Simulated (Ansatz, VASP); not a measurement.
# ZnO in VASP and in Ansatz

File INCAR:

```
SYSTEM = ZnO
ALGO = Normal
EDIFF = 1E-6
EDIFFG = -0.008
ENCUT = 520
GGA = PS
IBRION = 2
ISIF = 2
ISMEAR = 0
LASPH = .TRUE.
LCHARG = .FALSE.
LREAL = .FALSE.
LWAVE = .FALSE.
NELM = 60
NSW = 60
PREC = Accurate
SIGMA = 0.02
```

KPOINTS

```
k-points
0
G
  12 12 6
  0 0 0
```

File POSCAR:

```
ZnO
1.0
    3.2304736098      0.0000000000      0.0000000000
   -1.6152368049      2.7976722123      0.0000000000
    0.0000000000      0.0000000000      5.3183571226
Zn O
2 2
Direct
    0.6666666667      0.3333333333      0.5006434761
    0.3333333333      0.6666666667      0.0006434761
    0.6666666667      0.3333333333      0.8796665239
    0.3333333333      0.6666666667      0.3796665239
```

Input for Ansatz:

```yaml
crystal:
  lattice:
    - [3.2304736098, 0.0, 0.0]
    - [-1.6152368049, 2.7976722123, 0.0]
    - [0.0, 0.0, 5.3183571226]
  atoms:
    - { symbol: Zn, position: [0.6666666667, 0.3333333333, 0.5006434761] }
    - { symbol: Zn, position: [0.3333333333, 0.6666666667, 0.0006434761] }
    - { symbol: O, position: [0.6666666667, 0.3333333333, 0.8796665239] }
    - { symbol: O, position: [0.3333333333, 0.6666666667, 0.3796665239] }
basis:
  ecutwfc: 420
kpoints:
  mp_grid: { grid: [12, 12, 6] }
hamiltonian:
  xc: pbesol
scf:
  occupations: { method: gaussian, width: 0.02 }
output:
  forces: true
  stress: true
  eigenvalues: true
relax:
  adjacent_minimum: "off"
  f_tol: 0.008
  max_steps: 40
```

Change from the starting cell: strain along c alone, the other axes held, atoms relaxed: +2.0 %.

Alike in both runs: task relaxation of the atoms; functional PBEsol; k mesh 12 × 12 × 6; occupations gaussian, width 0.02 eV; no spin polarisation.

|  | VASP | Ansatz |
| --- | --- | --- |
| version | VASP 6.6.1 | Ansatz 0.2.0 |
| potentials or method | VASP PAW PBE potentials, release 64 (Zn, O), cutoff 520 eV | scalar-relativistic, plane waves, PAW |
| valence electrons in the cell | 36 | 36 |

```csv
,VASP,Ansatz,Ansatz less VASP
"gap on the k mesh at the Fermi level, each at its own relaxed structure (eV)",0.63,0.65,+0.015
```

VASP's potentials were made for PBE, not for PBEsol. Ansatz's warnings: stress scf threshold loose.
